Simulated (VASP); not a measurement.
PbS, 2 atoms in the cell. The structure is hexagonal, space group P-6m2 (No. 187). Conventional cell: a = 4.090 Å, b = 4.090 Å, c = 3.788 Å, α = 90.00°, β = 90.00°, γ = 120.00°. Within 4.1 Å of Pb (site symmetry -6m2) lie 6 S at 3.03 Å and 8 Pb at 3.79 to 4.09 Å. S (site symmetry -6m2) has 6 Pb at 3.03 Å and 8 S at 3.79 to 4.09 Å within 4.1 Å. 

* Program: VASP 6.6.1
* Task: vibrations by perturbation theory
* Functional: PBE
* Potentials or basis: VASP PAW PBE potentials, release 64 (Pb_d, S)
* Cutoff: 520 eV
* k mesh: 6 × 6 × 5
* Occupations: fermi-dirac, width 0.05 eV
* Spin: no spin polarisation
* Dipole correction: no
* Further INCAR settings: ALGO = Normal; EDIFF = 1e-08; NBANDS = 17; IBRION = 8; NSW = 1

Potentials or basis: VASP PAW PBE potentials, release 64 (Pb_d, S).

The run is started by

```bash
$ cat potpaw_PBE.64/Pb_d/POTCAR potpaw_PBE.64/S/POTCAR > POTCAR
$ mpirun -np 1 vasp_std > vasp.out
```

Hardware: 1 thread of Intel(R) Xeon(R) 6975P-C (Granite Rapids), with other jobs on the host.

Task: How long does it take, and how much memory?

Result: Wall time 2.5 min on 1 thread of Intel(R) Xeon(R) 6975P-C (Granite Rapids), with other jobs on the host, peak memory 0.3 GiB. Counts: scf iterations 87, k points 21.
